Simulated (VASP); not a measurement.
# Ga2O in VASP: single point with PBEsol

Aim: the single point of Ga2O with PBEsol.

Program: VASP 6.6.1. These are calculated values, not measurements. Logs are shortened: lines on timing, memory, paths and dates and some standing lists are left out, and cuts for length are marked.

**1. The cell of the first run**

The typed cell holds 3 atoms: a = 3.271 Å, b = 3.271 Å, c = 4.054 Å, α = 90.00°, β = 90.00°, γ = 60.00°.

**2. Single point, PBEsol**

INCAR

```
ALGO = Normal ; EDIFF = 1E-6
ENCUT = 520 ; GGA = PS
ISIF = 2 ; ISMEAR = -1
LASPH = T ; LCHARG = F
LREAL = F ; LWAVE = F
NBANDS = 23 ; NELM = 60
PREC = Accurate ; SIGMA = 0.1
```

KPOINTS

```
k-points
0
Gamma
  12 12 8
```

POSCAR

```
Ga2O
1.0
    1.6355370000      2.8328330000      0.0000000000
   -1.6355370000      2.8328330000      0.0000000000
    0.0000000000      0.0000000000      4.0542960000
O Ga
1 2
Direct
    0.0000000000      0.0000000000      0.0000000000
    0.3333000000      0.3334000000      0.5000000000
    0.6666000000      0.6667000000      0.5000000000
```

Potentials or basis: VASP PAW PBE potentials, release 64 (O, Ga_d).

The run is started by

```bash
cat potpaw_PBE.64/O/POTCAR potpaw_PBE.64/Ga_d/POTCAR > POTCAR
mpirun -np 1 vasp_std > vasp.out
```

OUTCAR:

```text
EDIFF = 1E-6
   ENCUT = 520
   GGA = PS
   ISIF = 2
   ISMEAR = -1
   LASPH = T
   LREAL = F
   NELM = 60
   PREC = Accurate

 ion  position               nearest neighbor table
   1  0.000  0.000  0.000-
   2  0.333  0.333  0.500-   3 1.89   3 1.89   3 1.89
   3  0.667  0.667  0.500-   2 1.89   2 1.89   2 1.89

  LATTYP: Found a hexagonal cell.
 ALAT       =     3.2710738427
 C/A-ratio  =     1.2394388494

  Lattice vectors:

 A1 = (   1.6355370000,  -2.8328330000,   0.0000000000)
 A2 = (   1.6355370000,   2.8328330000,   0.0000000000)
 A3 = (   0.0000000000,   0.0000000000,   4.0542960000)

Analysis of symmetry for initial positions (statically):
=====================================================================
 Subroutine PRICEL returns:
 Original cell was already a primitive cell.

 Routine SETGRP: Setting up the symmetry group for a
 hexagonal supercell.

 Subroutine GETGRP returns: Found  4 space group operations
 (whereof  4 operations were pure point group operations)
 out of a pool of 24 trial point group operations.

The static configuration has the point symmetry C_2v.

Analysis of symmetry for dynamics (positions and initial velocities):
=====================================================================
 Subroutine PRICEL returns:
 Original cell was already a primitive cell.

 Routine SETGRP: Setting up the symmetry group for a
 hexagonal supercell.

 Subroutine GETGRP returns: Found  4 space group operations
 (whereof  4 operations were pure point group operations)
 out of a pool of 24 trial point group operations.

The dynamic configuration has the point symmetry C_2v.

 Subroutine INISYM returns: Found  4 space group operations
 (whereof  4 operations are pure point group operations),
 and found     1 'primitive' translations

----------------------------------------------------------------------------------------

                                     Primitive cell

  volume of cell :      37.5688

  direct lattice vectors                    reciprocal lattice vectors
     1.635537000  2.832833000  0.000000000     0.305709990  0.176501756  0.000000000
    -1.635537000  2.832833000  0.000000000    -0.305709990  0.176501756  0.000000000
     0.000000000  0.000000000  4.054296000     0.000000000  0.000000000  0.246651946

  length of vectors
     3.271073843  3.271073843  4.054296000     0.353003496  0.353003496  0.246651946

  position of ions in fractional coordinates (direct lattice)
     0.000000000  0.000000000  0.000000000
     0.333300000  0.333400000  0.500000000
     0.666600000  0.666700000  0.500000000

  ion indices of the primitive-cell ions
   primitive index   ion index
                 1           1
                 2           2
                 3           3

----------------------------------------------------------------------------------------

 KPOINTS: k-points

Automatic generation of k-mesh.
 Grid dimensions read from file:
 generate k-points for:   12   12    8

 Generating k-lattice:

  Cartesian coordinates                     Fractional coordinates (reciprocal lattice)
     0.025475833  0.014708480  0.000000000     0.083333333 -0.000000000  0.000000000
    -0.025475833  0.014708480  0.000000000    -0.000000000  0.083333333  0.000000000
     0.000000000  0.000000000  0.030831493     0.000000000  0.000000000  0.125000000

  Length of vectors
     0.029416958  0.029416958  0.030831493

  Shift w.r.t. Gamma in fractional coordinates (k-lattice)
     0.000000000  0.000000000  0.000000000

 Subroutine IBZKPT returns following result:
 ===========================================

 Found    215 irreducible k-points:

 Following reciprocal coordinates:
            Coordinates               Weight
  0.000000  0.000000  0.000000      1.000000
  0.083333 -0.000000  0.000000      4.000000
  0.083333  0.083333  0.000000      2.000000
  0.166667  0.000000  0.000000      4.000000
  0.166667  0.166667  0.000000      2.000000
  0.250000 -0.000000  0.000000      4.000000
[... 16 lines left out ...]
  0.333333  0.416667  0.000000      4.000000
 -0.083333  0.333333  0.000000      4.000000
 [... further k-points ...]
   k-points           NKPTS =    215   k-points in BZ     NKDIM =    215   number of bands    NBANDS=     23
   number of dos      NEDOS =    301   number of ions     NIONS =      3
   total plane-waves  NPLWV =  17280
   dimension x,y,z NGX =    24 NGY =   24 NGZ =   30
   dimension x,y,z NGXF=    48 NGYF=   48 NGZF=   60
   ions per type =               1   2
   NGX,Y,Z   is equivalent  to a cutoff of  12.20, 12.20, 12.30 a.u.
   NGXF,Y,Z  is equivalent  to a cutoff of  24.40, 24.40, 24.60 a.u.
 SYSTEM =  unknown system
   PREC   = accura    normal or accurate (medium, high low for compatibility)
   ISTART =      0    job   : 0-new  1-cont  2-samecut
   ICHARG =      2    charge: 1-file 2-atom 10-const
   ISPIN  =      1    spin polarized calculation?
   LNONCOLLINEAR =      F non collinear calculations
   LSORBIT =      F    spin-orbit coupling
   LASPH  =      T    aspherical Exc in radial PAW
   ENCUT  =  520.0 eV  38.22 Ry    6.18 a.u.   6.08  6.08  7.54*2*pi/ulx,y,z
   NELM   =     60;   NELMIN=  2; NELMDL= -5     # of ELM steps
   EDIFF  = 0.1E-05   stopping-criterion for ELM
   LREAL  =      F    real-space projection
   EDIFFG = 0.1E-04   stopping-criterion for IOM
   NSW    =      0    number of steps for IOM
   IBRION =     -1    ionic relax: 0-MD 1-quasi-New 2-CG
   NFREE  =      0    steps in history (QN), initial steepest desc. (CG)
   ISIF   =      2    stress and relaxation
   ISYM   =      2    0-nonsym 1-usesym 2-fastsym
   POTIM  = 0.5000    time-step for ionic-motion
   TEBEG  =    0.0;   TEEND  =   0.0 temperature during run
   PSTRESS=    0.0 pullay stress
   NELECT =      32.0000    total number of electrons
   NUPDOWN=      -1.0000    fix difference up-down
   EMIN   =  10.00;   EMAX   =-10.00  energy-range for DOS
   EFERMI =   0.00;   METHOD = LEGACY
   ISMEAR =    -1;   SIGMA  =   0.10  broadening in eV -4-tet -1-fermi 0-gaus
   EFERMI_NEDOS =   21; number of points for ismear=-14 and -15
   IALGO  =     38    algorithm
   IMIX   =      4    mixing-type and parameters
     AMIX     =   0.40;   BMIX     =  1.00
     AMIX_MAG =   1.60;   BMIX_MAG =  1.00
  volume/ion in A,a.u.               =      12.52        84.51
  Fermi-wavevector in a.u.,A,eV,Ry     =   1.551848  2.932568 32.765995  2.408233
  Thomas-Fermi vector in A             =   2.656308
   LORBIT       =      0    0 simple, 1 ext, 2 COOP (PROOUT), +10 PAW based schemes
   GGA     = PS    functional components
   LHFCALC =     F    Hartree Fock is set to
   AEXX    =    0.0000 exact exchange contribution
   IVDW    =     0    specifies the selected vdW correction
   LEPSILON=     F    determine dielectric tensor
   LRPA    =     F    only Hartree local field effects (RPA)
 non-spin polarized calculation
  energy-cutoff  :      520.00
  volume of cell :       37.57
 maximum number of plane-waves:      1032
   NGX = 13   NGY = 13   NGZ = 15

 number of electron      32.0000039 magnetization

 Free energy of the ion-electron system (eV)
  ---------------------------------------------------
  ext. energy  EPLUGINS =         0.00000000
  ---------------------------------------------------
  free energy    TOTEN  =        -4.58220467 eV

  energy without entropy =       -4.55063601  energy(sigma->0) =       -4.56642034

 E-fermi :   5.7760     XC(G=0): -12.0039

 val. band max:        5.7649501045   @ k =   0.2500  -0.0000   0.0000
 cond. band min:       5.7823485537   @ k =  -0.1667   0.2500   0.1250
 fundamental gap:      0.0173984491
 Fermi energy:         5.7759683137

 k-point     1 :       0.0000    0.0000    0.0000
  band No.  band energies     occupation
      1     -11.7942      2.00000
      2     -11.2138      2.00000
      3     -11.1311      2.00000
      4     -11.1309      2.00000
      5     -10.8966      2.00000
      6     -10.8957      2.00000
[... 15 lines left out ...]
     22      16.1297      0.00000
     23      19.6963      0.00000

 k-point     2 :       0.0833   -0.0000    0.0000
  band No.  band energies     occupation
      1     -11.7558      2.00000
      2     -11.2625      2.00000
      3     -11.2452      2.00000
      4     -11.1704      2.00000
      5     -10.9094      2.00000
      6     -10.8877      2.00000
[... 15 lines left out ...]
     22      16.9345      0.00000
     23      19.6526      0.00000

 k-point     3 :       0.0833    0.0833    0.0000
  band No.  band energies     occupation
      1     -11.7558      2.00000
      2     -11.2629      2.00000
      3     -11.2452      2.00000
      4     -11.1701      2.00000
      5     -10.9087      2.00000
      6     -10.8884      2.00000
[... 15 lines left out ...]
     22      16.9349      0.00000
     23      19.6524      0.00000

 k-point     4 :       0.1667    0.0000    0.0000
  band No.  band energies     occupation
      1     -11.6838      2.00000
      2     -11.4436      2.00000
      3     -11.4404      2.00000
      4     -11.0946      2.00000
      5     -10.9436      2.00000
      6     -10.8652      2.00000
[... 15 lines left out ...]
     22      17.5710      0.00000
     23      18.6204      0.00000

 k-point     5 :       0.1667    0.1667    0.0000
  band No.  band energies     occupation
      1     -11.6842      2.00000
      2     -11.4438      2.00000
      3     -11.4403      2.00000
      4     -11.0944      2.00000
      5     -10.9430      2.00000
      6     -10.8659      2.00000
[... 15 lines left out ...]
     22      17.5706      0.00000
     23      18.6207      0.00000

 k-point     6 :       0.2500   -0.0000    0.0000
  band No.  band energies     occupation
      1     -11.7743      2.00000
      2     -11.6239      2.00000
      3     -11.4326      2.00000
      4     -10.9879      2.00000
      5     -10.9617      2.00000
      6     -10.8339      2.00000
[... 15 lines left out ...]
     22      19.0434      0.00000
     23      19.7930      0.00000

 k-point     7 :       0.2500    0.2500    0.0000
  band No.  band energies     occupation
      1     -11.7752      2.00000
      2     -11.6243      2.00000
      3     -11.4318      2.00000
      4     -10.9873      2.00000
      5     -10.9616      2.00000
      6     -10.8346      2.00000
[... 353 lines left out ...]
     22      18.5518      0.00000
     23      20.2696      0.00000

 k-point    21 :      -0.0833    0.2500    0.0000
  band No.  band energies     occupation
      1     -11.9363      2.00000
      2     -11.6306      2.00000
      3     -11.3870      2.00000
      4     -11.0303      2.00000
      5     -10.8653      2.00000
      6     -10.7917      2.00000
[... 15 lines left out ...]
     22      18.5515      0.00000
     23      20.2696      0.00000

 k-point    22 :       0.4167    0.0833    0.0000
  band No.  band energies     occupation
      1     -12.0836      2.00000
      2     -11.7257      2.00000
      3     -11.3022      2.00000
      4     -11.0709      2.00000
      5     -10.7515      2.00000
      6     -10.7106      2.00000
[... 15 lines left out ...]
     22      19.3757      0.00000
     23      19.9118      0.00000

 k-point    23 :       0.3333    0.4167    0.0000
  band No.  band energies     occupation
      1     -12.0841      2.00000
      2     -11.7264      2.00000
      3     -11.3013      2.00000
      4     -11.0706      2.00000
      5     -10.7519      2.00000
      6     -10.7106      2.00000
[... 15 lines left out ...]
     22      19.3757      0.00000
     23      19.9118      0.00000

 k-point    24 :      -0.0833    0.3333    0.0000
  band No.  band energies     occupation
      1     -12.0834      2.00000
      2     -11.7256      2.00000
      3     -11.3023      2.00000
      4     -11.0711      2.00000
      5     -10.7513      2.00000
      6     -10.7106      2.00000
[... 15 lines left out ...]
     22      19.3753      0.00000
     23      19.9118      0.00000

 [... further k-points ...]

------------------------ aborting loop because EDIFF is reached ----------------------------------------

  FORCE on cell =-STRESS in cart. coord.  units (eV):
  Direction    XX          YY          ZZ          XY          YZ          ZX
  --------------------------------------------------------------------------------------
  -------------------------------------------------------------------------------------
  Total       32.9162329     32.9467946     -6.0685575      0.0000000      0.0000000      0.0000000
  in kB     1403.7633974   1405.0667496   -258.8029705      0.0000000      0.0000000      0.0000000
  external PRESSURE =     850.0090588 kB  Pullay stress =       0.0000000 kB

 VOLUME and BASIS-vectors are now :
 -----------------------------------------------------------------------------
  energy-cutoff  :      520.00
  volume of cell :       37.57
      direct lattice vectors                 reciprocal lattice vectors
     1.635537000  2.832833000  0.000000000     0.305709990  0.176501756  0.000000000
    -1.635537000  2.832833000  0.000000000    -0.305709990  0.176501756  0.000000000
     0.000000000  0.000000000  4.054296000     0.000000000  0.000000000  0.246651946

 POSITION                                       TOTAL-FORCE (eV/Angst)
 -----------------------------------------------------------------------------------
      0.00000      0.00000      0.00000         0.000475      0.000000      0.000000
     -0.00016      1.88865      2.02715        -0.000238     -0.011695      0.000000
     -0.00016      3.77702      2.02715        -0.000238      0.011695      0.000000
 -----------------------------------------------------------------------------------
    total drift:                                0.000022      0.000000     -0.000000

  FREE ENERGIE OF THE ION-ELECTRON SYSTEM (eV)
  ---------------------------------------------------
  free  energy   TOTEN  =        -4.5822046651 eV

  energy  without entropy=       -4.5506360055  energy(sigma->0) =       -4.56642034
```

Run time: 63 s. Hardware: 1 thread of Intel Xeon Platinum 8488C (Sapphire Rapids), shared host; peak memory 0.26 GiB.

Results:

```
Free energy            : -4.5822 eV
Pressure               : 85.0 GPa
Largest force          : 0.012 eV/Å
Band gap on the k mesh : zero (band 16 reaches 8.71 eV, above the bottom of band 17 at 4.52 eV)
```

Forces in eV/Å, atoms in the order of the input:
```
O    0.000  0.000  0.000
Ga   0.000 -0.012  0.000
Ga   0.000  0.012  0.000
```

Caveat: the PAW data sets were made with another functional, which shifts forces and pressure a little.
